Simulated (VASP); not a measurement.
A run of VASP 6.6.1:

The input INCAR:

```
PREC = Accurate
ENCUT = 520
EDIFF = 1E-6
ISMEAR = -1
SIGMA = 0.05
LREAL = F
LASPH = T
NELM = 60
ALGO = Normal
ISIF = 2
LWAVE = F
LCHARG = F
GGA = PE
NBANDS = 16
```

Contents of KPOINTS:

```
Automatic mesh
0
Gamma
  12 12 4
```

POSCAR

```
SiC
1.0
    3.1264351936      0.0000000000      0.0000000000
   -1.5632175968      2.7075722988      0.0000000000
    0.0000000000      0.0000000000      5.1307688092
Si C
2 2
Direct
    0.3333333333      0.6666666667      0.0000000000
    0.6666666667      0.3333333333      0.5000000000
    0.3333333333      0.6666666667      0.3850000000
    0.6666666667      0.3333333333      0.8850000000
```

Potentials or basis: VASP PAW PBE potentials, release 64 (Si, C).

Launch:

```sh
$ cat potpaw_PBE.64/Si/POTCAR potpaw_PBE.64/C/POTCAR > POTCAR
$ mpirun -np 1 vasp_std > vasp.out
```

Hardware: 1 thread of Intel(R) Xeon(R) Platinum 8488C (Sapphire Rapids), on a shared host.

**Question.** How long does it take, and how much memory?

**Answer.** It took 21 s on 1 thread of Intel(R) Xeon(R) Platinum 8488C (Sapphire Rapids), with other jobs on the host, peak memory 0.17 GiB. Counts: scf iterations 13, k points 57.
